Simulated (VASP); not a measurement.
A run of VASP 6.6.1 is set up as follows.

File POSCAR:

```
BaZrO3
1.0
    4.1628705846      0.0000000000      0.0000000000
    0.0000000000      4.1628705846      0.0000000000
    0.0000000000      0.0000000000      4.1628705846
Ba Zr O
1 1 3
Direct
    0.0000000000      0.0000000000      0.0000000000
    0.5000000000      0.5000000000      0.5000000000
    0.0000000000      0.5000000000      0.5000000000
    0.5000000000      0.0000000000      0.5000000000
    0.5000000000      0.5000000000      0.0000000000
```

INCAR.step1

```
SYSTEM = BaZrO3
  PREC = Accurate
  ENCUT = 1480
  ISMEAR = 0
  SIGMA = 0.01
  LREAL = .FALSE.
  LASPH = .TRUE.
  NELM = 120
  NBANDS = 28
  GGA = PE
  ALGO = Normal
  EDIFF = 1E-5
  LWAVE = .TRUE.
  LCHARG = .FALSE.
  GGA_COMPAT = .FALSE.
```

INCAR.step2

```
SYSTEM = BaZrO3
  PREC = Accurate
  ENCUT = 1480
  EDIFF = 1E-6
  ISMEAR = 0
  SIGMA = 0.01
  LREAL = .FALSE.
  LASPH = .TRUE.
  NELM = 120
  ALGO = Normal
  ISIF = 2
  LWAVE = .FALSE.
  LCHARG = .TRUE.
  METAGGA = R2SCAN
  LMIXTAU = .TRUE.
  LELF = .TRUE.
  LVHAR = .TRUE.
  NBANDS = 28
  ISTART = 1
  GGA_COMPAT = .FALSE.
```

File KPOINTS:

```
Automatic mesh
0
G
  6 6 6
  0 0 0
```

Potentials or basis: VASP PAW PBE potentials, release 64 (Ba_sv, Zr_sv, O_h).

Run with:

```bash
$ cat potpaw_PBE.64/Ba_sv/POTCAR potpaw_PBE.64/Zr_sv/POTCAR potpaw_PBE.64/O_h/POTCAR > POTCAR
$ cp INCAR.step1 INCAR
$ mpirun -np 1 vasp_std > vasp.out
$ cp INCAR.step2 INCAR
$ mpirun -np 1 vasp_std > vasp.out
```

(1) What does it give for the pressure?

(2) Estimate the band gap on the k mesh.

Results:

(1) 6.3 GPa.

(2) 3.77 eV (least direct gap 3.98 eV).

Caveat: the cell stands under pressure; the PAW data sets were made with another functional, which shifts forces and pressure a little; spin-orbit coupling is left out, which moves the levels of the heavy elements.
